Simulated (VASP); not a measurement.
# HW8C8 (a cell with a defect) in VASP: a series of runs, part 2 of 2

VASP 6.6.1.

**3. Single point, PBEsol**

Input file INCAR:

```
SYSTEM = HW8C8
PREC = Accurate ; ENCUT = 520
EDIFF = 1E-6 ; ISMEAR = 0
SIGMA = 0.1 ; LREAL = Auto
LASPH = .True. ; NELM = 80
ALGO = Normal ; ISIF = 2
LWAVE = .False. ; LCHARG = .False.
GGA = PS ; NBANDS = 86
```

Input file KPOINTS:

```
Automatic mesh
0
Gamma
  4 5 5
  0.5 0 0
```

Input file POSCAR:

```
HW8C8
1.0
    0.0000000000      0.0000000000     -5.6555137123
   -2.8984787826     -5.0203125160      0.0000000000
   -2.8984787825      5.0203125161      0.0000000000
W C H
8 8 1
Direct
    0.5006162382      0.5000002367      0.4999998383
    1.0020610484      0.5000004092      0.5000000108
    0.4990185054      0.4938225602     -0.0030889352
    1.0001033129      0.4998814144     -0.0000595738
    0.4990186822      1.0030894282      0.5061781319
    1.0001033129      1.0000598942      0.5001191053
    0.4990185054      1.0030893089     -0.0030888889
    1.0001033129      1.0000599159     -0.0000594958
    0.2476873139      0.1666671765      0.8333332435
    0.7500729758      0.1666670769      0.8333333431
    0.2499465251      0.1677089322      0.3338541666
    0.7522328150      0.1714699027      0.3357347761
    0.2499465251      0.6661463263      0.8322917599
    0.7522328150      0.6642656439      0.8285305173
    0.2499467019      0.6661462412      0.3338541788
    0.7522328150      0.6642655814      0.3357348386
    0.6172180243      0.8333338873      0.1666672227
```

Potentials or basis: VASP PAW PBE potentials, release 64 (W_sv, C, H).

On the command line:

```console
$ cat potpaw_PBE.64/W_sv/POTCAR potpaw_PBE.64/C/POTCAR potpaw_PBE.64/H/POTCAR > POTCAR
$ mpirun -np 1 vasp_std > vasp.out
```

Run time: 3 min. Hardware: 1 thread of Intel Xeon 6975P-C (Granite Rapids), shared host; peak memory 0.37 GiB.

It converged, with:

```
Free energy            : -193.7025 eV
Pressure               : 5.6 GPa
Largest force          : 0.588 eV/Å
Band gap on the k mesh : zero (an odd number of electrons rules out a gap without spin polarisation)
```

Forces in eV/Å, atoms in the order of the input:
```
W    0.000  0.000 -0.068
W    0.000  0.000 -0.002
W    0.034  0.019 -0.033
W    0.003  0.002 -0.021
W   -0.034  0.019 -0.033
W   -0.003  0.002 -0.021
W    0.000 -0.039 -0.033
W    0.000 -0.003 -0.021
C    0.000  0.000 -0.009
C    0.000  0.000 -0.029
C    0.020  0.012 -0.047
C   -0.009 -0.005 -0.059
C   -0.020  0.012 -0.047
C    0.009 -0.005 -0.059
C    0.000 -0.024 -0.047
C    0.000  0.010 -0.059
H    0.000  0.000  0.588
```

Stress tensor (GPa, compression positive):
```
6.21 0.00 0.00
0.00 6.21 0.00
0.00 0.00 4.23
```

Levels at points of the mesh, in eV from the Fermi level:
| k point | band 71 | band 72 | band 73 | band 74 | band 75 | band 76 |
| --- | --- | --- | --- | --- | --- | --- |
| (0.12, 0.00, 0.00) | -0.37 | -0.17 | -0.17 | 2.18 | 2.18 | 2.27 |

Caveat: the PAW data sets were made with another functional, which shifts forces and pressure a little; spin-orbit coupling is left out, which moves the levels of the heavy elements.

**4. Single point, PBEsol**

Input file INCAR:

```
PREC     = Accurate       # precision mode
ENCUT    = 520            # plane-wave cutoff, eV
EDIFF    = 1E-6           # SCF threshold, eV
ISMEAR   = 0              # smearing method
SIGMA    = 0.1            # smearing width, eV
LREAL    = Auto         
LASPH    = True           # aspherical terms in the spheres
NELM     = 80             # most SCF steps
ALGO     = Normal         # electronic algorithm
ISIF     = 2              # what is computed and relaxed
LWAVE    = False          # write WAVECAR
LCHARG   = False          # write CHGCAR
GGA      = PS             # functional
NBANDS   = 86             # bands
```

KPOINTS is that of step 3.

Input file POSCAR:

```
HW8C8
1.0
    0.0000000000      0.0000000000     -5.6555137123
   -2.8984787826     -5.0203125160      0.0000000000
   -2.8984787825      5.0203125161      0.0000000000
W C H
8 8 1
Direct
    0.4980339795      0.5000002367      0.4999998383
    1.0004323723      0.5000003363      0.4999997387
    0.4989651062      0.4986403416     -0.0006801672
    1.0012436161      0.4964263638     -0.0017872418
    0.4989649294      1.0006803152      0.5013600055
    1.0012436161      1.0017873898      0.5035739833
    0.4989651062      1.0006802226     -0.0006801476
    1.0012434392      1.0017872254     -0.0017871504
    0.2512160826      0.1666671765      0.8333332435
    0.7503677324      0.1666670769      0.8333333431
    0.2502448181      0.1673197502      0.3336595941
    0.7487852060      0.1705984689      0.3352989725
    0.2502448181      0.6663409985      0.8326808423
    0.7487852060      0.6647012750      0.8294017787
    0.2502448181      0.6663409502      0.3336594698
    0.7487852060      0.6647014109      0.3352990092
    0.8164545672      0.8333342518      0.1666685832
```

On the command line:

```console
$ cat potpaw_PBE.64/W_sv/POTCAR potpaw_PBE.64/C/POTCAR potpaw_PBE.64/H/POTCAR > POTCAR
$ mpirun -np 1 vasp_std > vasp.out
```

Run time: 3.2 min. Hardware: 1 thread of Intel Xeon 6975P-C (Granite Rapids), shared host; peak memory 0.38 GiB.

The run converged. Its results:

| Quantity | Value |
| --- | --- |
| Free energy | -193.3605 eV |
| Pressure | 4.6 GPa |
| Largest force | 1.040 eV/Å |
| Band gap on the k mesh | zero (an odd number of electrons rules out a gap without spin polarisation) |

Forces in eV/Å, atoms in the order of the input:
```
W    0.000  0.000  0.049
W    0.000  0.000  0.126
W   -0.003 -0.002  0.058
W    0.017  0.010  0.085
W    0.003 -0.002  0.058
W   -0.017  0.010  0.085
W    0.000  0.003  0.058
W    0.000 -0.020  0.085
C    0.000  0.000  0.012
C    0.000  0.000  0.040
C    0.036  0.021  0.052
C    0.001  0.001  0.077
C   -0.036  0.021  0.052
C   -0.001  0.001  0.077
C    0.000 -0.041  0.052
C    0.000 -0.001  0.077
H    0.000  0.000 -1.040
```

Stress tensor (GPa, compression positive):
```
4.45 0.00 0.00
0.00 4.45 0.00
0.00 0.00 5.02
```

Levels at points of the mesh, in eV from the Fermi level:
```
           k point  band 71  band 72  band 73  band 74  band 75  band 76
(0.12, 0.00, 0.00)    -0.40    -0.21    -0.21     2.16     2.16     2.23
```

Caveat: the PAW data sets were made with another functional, which shifts forces and pressure a little; spin-orbit coupling is left out, which moves the levels of the heavy elements.

**5. The runs side by side**

| cell | gap on the mesh (eV) | pressure (GPa) | largest force (eV/Å) |
| --- | --- | --- | --- |
| as given, atomic positions A | none | 5.6 | 0.59 |
| as given, atomic positions B | none | 5.6 | 0.59 |
| as given, atomic positions C | none | 4.6 | 1.04 |

Alike in all rows: task single point; level PBEsol; potentials or basis VASP PAW PBE potentials, release 64 (W_sv, C, H); no spin polarisation; k mesh 4 × 5 × 5, shifted; cutoff (eV) 520; smearing gaussian 0.1 eV.

Caveats: the PAW data sets were made with another functional, which shifts forces and pressure a little; spin-orbit coupling is left out, which moves the levels of the heavy elements.

Total energies depend on the potentials used, so only differences within one code and one set of settings carry meaning.
